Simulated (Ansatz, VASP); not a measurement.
**Mo: VASP beside Ansatz**

File POSCAR:

```
Mo
1.0
   -1.5764210372      1.5764210372      1.5764210372
    1.5764210372     -1.5764210372      1.5764210372
    1.5764210372      1.5764210372     -1.5764210372
Mo
1
Direct
    0.0000000000      0.0000000000      0.0000000000
```

File INCAR.step1:

```
PREC = Accurate ; ENCUT = 520
ISMEAR = -1 ; SIGMA = 0.01
LREAL = False ; LASPH = True
NELM = 60 ; NBANDS = 13
GGA = PE ; ALGO = Normal
EDIFF = 1E-4 ; LWAVE = True
LCHARG = False
```

File INCAR.step2:

```
PREC = Accurate ; ENCUT = 520
EDIFF = 1E-6 ; ISMEAR = -1
SIGMA = 0.01 ; LREAL = False
LASPH = True ; NELM = 60
ALGO = Normal ; ISIF = 2
LWAVE = False ; LCHARG = False
METAGGA = R2SCAN ; LMIXTAU = True
NBANDS = 13 ; ISTART = 1
```

The input KPOINTS:

```
regular mesh
0
Gamma
  14 14 14
```

Input for Ansatz:

```yaml
crystal:
  lattice:
    - [-1.5764210372, 1.5764210372, 1.5764210372]
    - [1.5764210372, -1.5764210372, 1.5764210372]
    - [1.5764210372, 1.5764210372, -1.5764210372]
  atoms:
    - { symbol: Mo, position: [0.0, 0.0, 0.0] }
hamiltonian:
  xc: r2scan
  pseudopotentials:
    kind: paw
    azcp:
      Mo: "pseudopotentials/Mo.paw.azcp"
basis:
  ecutwfc: 500
  fft_grid_basis: typed
kpoints:
  mp_grid: { grid: [14, 14, 14], shift: [0, 0, 0] }
magnetization:
  spin_polarized: false
scf:
  occupations: { method: fermi_dirac, width: 0.01 }
  lower_state_search: "off"
output:
  stress: true
```

Alike in both runs: task single point; functional r2SCAN; k mesh 14 × 14 × 14; occupations fermi-dirac, width 0.01 eV; no spin polarisation.

```csv
,VASP,Ansatz
version,VASP 6.6.1,Ansatz 0.2.0
potentials or method,"VASP PAW PBE potentials, release 64 (Mo_sv), cutoff 520 eV","plane waves (500 eV) with PAW, scalar-relativistic"
valence electrons in the cell,14,14
```

VASP gave:

| Quantity | Value |
| --- | --- |
| pressure (GPa) | 1.3 |

**Question.** Estimate Ansatz's values.

**Answer.** Pressure (GPa): 0.1.

VASP's potentials were made for PBE, not for r2SCAN.
